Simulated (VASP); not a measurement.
A run of VASP 6.6.1 is set up as follows.

The input INCAR:

```
PREC = Accurate
ENCUT = 520
EDIFF = 1E-6
ISMEAR = 0
SIGMA = 0.1
LREAL = F
LASPH = T
NELM = 100
ALGO = Normal
ISIF = 2
LWAVE = F
LCHARG = F
GGA = CA
NBANDS = 11
```

Contents of KPOINTS:

```
regular mesh
0
Gamma
  18 18 18
```

The input POSCAR:

```
Pt
1.0
    0.0000000000      1.9468759119      1.9468759119
    1.9468759119      0.0000000000      1.9468759119
    1.9468759119      1.9468759119      0.0000000000
Pt
1
Direct
    0.0000000000      0.0000000000      0.0000000000
```

Potentials or basis: VASP PAW LDA potentials, release 64 (Pt).

Launch:

```console
$ cat potpaw_LDA.64/Pt/POTCAR > POTCAR
$ mpirun -np 1 vasp_std > vasp.out
```

**Question.** What does it give for the pressure?

**Answer.** 0.8 GPa.

**Question.** Predict the band gap on the k mesh.

**Answer.** Zero (band 5 reaches 12.08 eV, above the bottom of band 6 at 9.77 eV).

Caveat: spin-orbit coupling is left out, which moves the levels of the heavy elements.
